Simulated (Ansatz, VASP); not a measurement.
# One calculation of SiC, two programs

File POSCAR:

```
SiC
1.0
    3.0753564236      0.0000000000      0.0000000000
   -1.5376782118      2.6633367885      0.0000000000
    0.0000000000      0.0000000000      5.0481087552
Si C
2 2
Direct
    0.3333333333      0.6666666667      0.4995917705
    0.6666666667      0.3333333333      0.9995917705
    0.3333333333      0.6666666667      0.8754082295
    0.6666666667      0.3333333333      0.3754082295
```

INCAR.step1

```
SYSTEM = SiC
PREC     = Accurate       ! precision mode
ENCUT    = 520            ! plane-wave cutoff, eV
EDIFF    = 1E-5           ! SCF threshold, eV
ISMEAR   = 0              ! smearing method
SIGMA    = 0.01           ! smearing width, eV
LREAL    = .FALSE.        ! projectors in reciprocal space
LASPH    = .TRUE.         ! aspherical terms in the spheres
NELM     = 60             ! most SCF steps
ALGO     = Normal         ! electronic algorithm
ISIF     = 2              ! what is computed and relaxed
LWAVE    = .TRUE.         ! write WAVECAR
LCHARG   = .FALSE.        ! write CHGCAR
NBANDS   = 16             ! bands
GGA      = PE             ! functional
```

Contents of INCAR.step2:

```
SYSTEM = SiC
PREC     = Accurate       ! precision mode
ENCUT    = 520            ! plane-wave cutoff, eV
EDIFF    = 1E-6           ! SCF threshold, eV
ISMEAR   = 0              ! smearing method
SIGMA    = 0.01           ! smearing width, eV
LREAL    = .FALSE.        ! projectors in reciprocal space
LASPH    = .TRUE.         ! aspherical terms in the spheres
NELM     = 60             ! most SCF steps
ALGO     = Normal         ! electronic algorithm
ISIF     = 2              ! what is computed and relaxed
LWAVE    = .FALSE.        ! write WAVECAR
LCHARG   = .FALSE.        ! write CHGCAR
GGA      = PE             ! functional
LHFCALC  = .TRUE.         ! exact exchange
AEXX     = 1.0            ! exact-exchange fraction
HFSCREEN = 0.1            ! screening, 1/A
PRECFOCK = Normal       
NBANDS   = 16             ! bands
ISTART   = 1            
ALDAC    = 1.0          
AGGAC    = 1.0
```

File KPOINTS:

```
regular mesh
0
G
  6 6 2
  0 0 0
```

Input for Ansatz:

```yaml
crystal:
  lattice:
    - [3.0753564236, 0.0, 0.0]
    - [-1.5376782118, 2.6633367885, 0.0]
    - [0.0, 0.0, 5.0481087552]
  atoms:
    - { symbol: Si, position: [0.3333333333, 0.6666666667, 0.4995917705] }
    - { symbol: Si, position: [0.6666666667, 0.3333333333, 0.9995917705] }
    - { symbol: C, position: [0.3333333333, 0.6666666667, 0.8754082295] }
    - { symbol: C, position: [0.6666666667, 0.3333333333, 0.3754082295] }
kpoints:
  mp_grid: { grid: [6, 6, 2] }
hamiltonian:
  xc: { exchange: pbe, correlation: pbe, exx: { coeff: 1.0, omega: 0.1 } }
scf:
  occupations: { method: fixed }
  n_extra_bands: 5
output:
  forces: true
  stress: true
  eigenvalues: true
```

Alike in both runs: task single point; functional PBE-based screened hybrid; k mesh 6 × 6 × 2; no spin polarisation.

|  | VASP | Ansatz |
| --- | --- | --- |
| version | VASP 6.6.1 | Ansatz 0.2.0 |
| potentials or method | VASP PAW PBE potentials, release 64 (Si, C) | plane waves |
| plane-wave cutoff (eV) | 520 | 420 |
| occupations | gaussian, width 0.01 eV | fixed |
| valence electrons in the cell | 16 | 16 |

|  | VASP | Ansatz | Ansatz less VASP |
| --- | --- | --- | --- |
| gap on the k mesh at the Fermi level (eV) | 7.54 | 7.47 | -0.066 |
| pressure (GPa) | -16.1 | -14.0 | +2.06 |
| traceless stress, the component that is largest in VASP (GPa) | 0.09 | -0.21 | -0.296 |
| rms of the force components (eV/Å) | 0.046 | 0.043 | -0.0024 |

VASP's potentials were made for PBE, not for PBE-based screened hybrid. Atom by atom the forces differ by 0.002 eV/Å (rms over components). Ansatz's warnings: stress exchange threshold loose, stress scf threshold loose.

The k mesh is coarse, so the values compare programs but aren't converged.
